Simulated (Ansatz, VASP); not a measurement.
## Hf2TaO3: VASP beside Ansatz

```
Hf Ta O
1.0
     3.00754    0.00000    0.00000
     0.00000    3.00754    0.00000
     0.00000    0.00000    8.57367
Hf Ta O
2 1 3
Direct
  0.00000 0.00000 0.95400
  0.50000 0.50000 0.58625
  0.50000 0.50000 0.25800
  0.00000 0.00000 0.64891
  0.00000 0.00000 0.20170
  0.50000 0.50000 0.85114
```

Change from the starting cell: species swapped into the Dy2CuAg3 type (P4mm, No. 99).

Alike in both runs: functional PBE; k mesh 12 × 12 × 6; occupations gaussian, width 0.1 eV; no spin polarisation.

Ansatz relaxed the structure, and its values are those at the end. VASP's run is a single point on that final structure, the one shown.

|  | VASP | Ansatz |
| --- | --- | --- |
| version | VASP 6.6.1 | Ansatz 0.2.0 |
| potentials or method | VASP PAW PBE potentials, release 64 (Hf_pv, Ta_pv, O), cutoff 520 eV | scalar-relativistic, plane waves, PAW |
| valence electrons in the cell | 49 | 83 |

VASP gave:

```
gap on the k mesh at the Fermi level (eV) : none
pressure (GPa)                            : -1.6
rms of the force components (eV/Å)        : 0.058
```

Question: Which values does Ansatz return?

Answer: gap on the k mesh at the Fermi level (eV): none; pressure (GPa): 0.0; rms of the force components (eV/Å): 0.000.

A gap of «none» marks a metal or a gap that the smearing closes. The functional is the same, so the differences come from potentials, cutoffs and numerics. VASP's potentials hold 49 valence electrons a cell and Ansatz's 83, so a difference there can come from the potentials and not from the codes.

Neither program's run includes spin-orbit coupling.
